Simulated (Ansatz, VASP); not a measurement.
## RbBr: VASP beside Ansatz

```
Rb Br
1.0
     0.00000    3.52935    3.52935
     3.52935    0.00000    3.52935
     3.52935    3.52935    0.00000
Rb Br
1 1
Cartesian
  0.0000 0.0000 0.0000
  3.5294 3.5294 3.5294
```

Change from the starting cell: hydrostatic strain +2.0%.

Alike in both runs: task single point; functional r2SCAN; k mesh 6 × 6 × 6; no spin polarisation.

```csv
,VASP,Ansatz
version,VASP 6.6.1,Ansatz 0.2.0
potentials or method,"VASP PAW PBE potentials, release 64 (Rb_sv, Br)","plane waves, PAW"
plane-wave cutoff (eV),520,500
occupations,"gaussian, width 0.01 eV",fixed
valence electrons in the cell,16,16
```

|  | VASP | Ansatz | Ansatz less VASP |
| --- | --- | --- | --- |
| gap on the k mesh at the Fermi level (eV) | 4.75 | 4.75 | 0.000 |
| pressure (GPa) | -0.7 | -0.7 | -0.01 |

VASP's potentials were made for PBE, not for r2SCAN.
